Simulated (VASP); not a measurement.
Input of a VASP 6.6.1 run:

INCAR

```
SYSTEM = CdSiN2
  PREC = Accurate
  ENCUT = 520
  EDIFF = 1E-6
  ISMEAR = 0
  SIGMA = 0.01
  LREAL = .False.
  LASPH = .True.
  NELM = 100
  ALGO = Normal
  ISIF = 2
  LWAVE = .False.
  LCHARG = .False.
  NBANDS = 21
```

KPOINTS

```
Automatic mesh
0
Gamma
  8 8 6
  0 0 0
```

The input POSCAR:

```
CdSiN2
1.0
    3.0339884445      0.0000000000      0.0000000000
    0.0000000000      3.0339884445      0.0000000000
    0.0000000000      0.0000000000      5.1102333224
Cd N Si
1 2 1
Direct
    0.0000000000      0.0000000000      0.0000000000
    0.0000000000      0.5000000000      0.3197391382
    0.5000000000      0.0000000000      0.6802608618
    0.5000000000      0.5000000000      0.5000000000
```

Potentials or basis: VASP PAW LDA potentials, release 64 (Cd, N, Si).

Run with:

```sh
$ cat potpaw_LDA.64/Cd/POTCAR potpaw_LDA.64/N/POTCAR potpaw_LDA.64/Si/POTCAR > POTCAR
$ mpirun -np 1 vasp_std > vasp.out
```

**Question.** Predict the largest force.

**Answer.** 0.105 eV/Å.

**Question.** What does it give for the pressure?

**Answer.** -4.5 GPa.

**Question.** What does it give for the band gap on the k mesh?

**Answer.** 1.20 eV, indirect (least direct gap 1.24 eV).

Stress tensor (GPa, compression positive):
```
-3.89  0.00  0.00
 0.00 -3.89  0.00
 0.00  0.00 -5.81
```

A k mesh can miss the band edges. As with any semilocal functional, this LDA gap is likely too small.
